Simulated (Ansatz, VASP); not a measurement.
# Cr: VASP beside Ansatz

Contents of INCAR:

```
SYSTEM = Cr
PREC = Accurate ; ENCUT = 520
EDIFF = 1E-7 ; ISMEAR = -1
SIGMA = 0.1 ; LREAL = .False.
LASPH = .True. ; NELM = 60
ALGO = Normal ; ISIF = 2
LWAVE = .False. ; LCHARG = .False.
GGA = CA ; NBANDS = 12
```

KPOINTS

```
Automatic mesh
0
Gamma
  15 15 15
  0 0 0
```

Contents of POSCAR:

```
Cr
1.0
    2.3700810438      0.0000000000      0.0000000000
    0.0000000000      2.3700810438      0.0000000000
    0.0000000000      0.0000000000      2.3700810438
Cr
1
Direct
    0.0000000000      0.0000000000      0.0000000000
```

Input for Ansatz:

```yaml
crystal:
  lattice:
    - [2.3700810438, 0.0, 0.0]
    - [0.0, 2.3700810438, 0.0]
    - [0.0, 0.0, 2.3700810438]
  atoms:
    - { symbol: Cr, position: [0.0, 0.0, 0.0] }
hamiltonian:
  xc: lda
  pseudopotentials:
    kind: paw
    azcp:
      Cr: "pseudopotentials/Cr.paw.azcp"
basis:
  ecutwfc: 420
  fft_grid_basis: typed
kpoints:
  mp_grid: { grid: [15, 15, 15], shift: [0, 0, 0] }
magnetization:
  spin_polarized: false
scf:
  occupations: { method: fermi_dirac, width: 0.1 }
  lower_state_search: "off"
output:
  stress: true
```

Alike in both runs: task single point; functional LDA; k mesh 15 × 15 × 15; occupations fermi-dirac, width 0.1 eV; no spin polarisation.

|  | VASP | Ansatz |
| --- | --- | --- |
| version | VASP 6.6.1 | Ansatz 0.2.0 |
| potentials or method | VASP PAW LDA potentials, release 64 (Cr_pv), cutoff 520 eV | plane waves (420 eV) with PAW, scalar-relativistic |
| valence electrons in the cell | 12 | 14 |

```tsv
	VASP	Ansatz	Ansatz less VASP
pressure (GPa)	-19.6	-19.6	-0.06
```

Ansatz warns that its potentials were made for another functional, while VASP's fit it. LDA's correlation is that of Perdew and Zunger in VASP and of Perdew and Wang (1992) in Ansatz. VASP's potentials hold 12 valence electrons a cell and Ansatz's 14, so a difference there can come from the potentials and not from the codes.
